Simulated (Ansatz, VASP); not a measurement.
## Pt in VASP and in Ansatz

```
Pt
1.0
     0.00000    2.81067    2.81067
     2.81067    0.00000    2.81067
     2.81067    2.81067    0.00000
Pt
2
Cartesian
  0.7027 0.7027 0.7027
  4.9187 4.9187 4.9187
```

Alike in both runs: task single point; functional PBE; k mesh 11 × 11 × 11; occupations fermi-dirac, width 0.1 eV; no spin polarisation.

```csv
,VASP,Ansatz
version,VASP 6.6.1,Ansatz 0.2.0
potentials or method,"VASP PAW PBE potentials, release 64 (Pt), cutoff 520 eV","plane waves (420 eV) with PAW, scalar-relativistic"
valence electrons in the cell,20,36
```

Ansatz gave:

| Quantity | Value |
| --- | --- |
| pressure (GPa) | 11.9 |

Q: What did VASP give for the same quantities?

A: Pressure (GPa): 11.2.

VASP's potentials hold 20 valence electrons a cell and Ansatz's 36, so a difference there can come from the potentials and not from the codes.

Spin-orbit coupling is off throughout.
